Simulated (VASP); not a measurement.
Runs of VASP 6.6.1 on HfSi3. The structure is that of space group Fm-3m (No. 225), or close to it. The cells are those of the table. 

```tsv
task	cell	k mesh	cutoff (eV)	gap on the mesh (eV)	pressure (GPa)
relaxation of cell and atoms	relaxed from a = 4.654 Å, angles 60.0°, 4 atoms	4 × 4 × 4	600	none	0.0
single point	a = 4.566 Å, angles 60.0°, 4 atoms	12 × 12 × 12	520	none	-0.2
single point	a = 4.654 Å, angles 60.0°, 4 atoms	4 × 4 × 4	520	none	(a)
single point	a = 4.583 Å, angles 60.0°, 4 atoms	4 × 4 × 4	520	none	-0.5
```

Alike in all rows: level PBE; potentials or basis VASP PAW PBE potentials, release 64 (Hf_pv, Si); no spin polarisation; smearing gaussian 0.1 eV.

Problem. Estimate the missing entries.

Solution. (a) -4.5.

Caveats: some runs use coarse meshes; spin-orbit coupling is left out, which moves the levels of the heavy elements.

A k mesh can miss the band edges, and the runs leave out spin-orbit coupling on Hf.

A gap of «none» marks levels without a gap at the run's occupations.
